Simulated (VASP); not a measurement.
Input of a VASP 6.6.1 run:

Contents of INCAR:

```
SYSTEM = PbS
PREC = Accurate
ENCUT = 400
EDIFF = 1E-6
ISMEAR = 0
SIGMA = 0.05
LREAL = .False.
LASPH = .True.
NELM = 120
ALGO = Normal
ISIF = 2
LWAVE = .False.
LCHARG = .False.
LDIPOL = .True.
IDIPOL = 3
DIPOL = 0.5 0.5 0.503
GGA = PE
NBANDS = 50
GGA_COMPAT = .False.
NELMDL = -8
```

The input KPOINTS:

```
Automatic mesh
0
Gamma
  14 14 1
  0 0 0
```

Contents of POSCAR:

```
PbS
1.0
    4.1931432100      0.0000000000      0.0000000000
    0.0000000000      4.1931432100      0.0000000000
    0.0000000000      0.0000000000     26.8950000249
Pb S
4 4
Direct
    0.5000000000      0.5000000000      0.3346346902
    0.0000000000      0.0000000000      0.4448782301
    0.5000000000      0.5000000000      0.5636142055
    0.0000000000      0.0000000000      0.6692697222
    0.0000000000      0.0000000000      0.3346346902
    0.5000000000      0.5000000000      0.4448782301
    0.0000000000      0.0000000000      0.5656926995
    0.5000000000      0.5000000000      0.6677437289
```

Potentials or basis: VASP PAW PBE potentials, release 64 (Pb_d, S).

Launch:

```bash
$ cat potpaw_PBE.64/Pb_d/POTCAR potpaw_PBE.64/S/POTCAR > POTCAR
$ mpirun -np 1 vasp_std > vasp.out
```

Question: Predict the band gap on the k mesh.

Answer: 1.22 eV, direct.

Question: Estimate the largest force.

Answer: 0.414 eV/Å.

Forces on the atoms (eV/Å):
```
Pb   0.000  0.000  0.358
Pb   0.000  0.000 -0.287
Pb   0.000  0.000  0.013
Pb   0.000  0.000  0.009
S    0.000  0.000  0.345
S    0.000  0.000 -0.414
S    0.000  0.000 -0.017
S    0.000  0.000 -0.006
```

Caveat: spin-orbit coupling is left out, which moves the levels of the heavy elements.
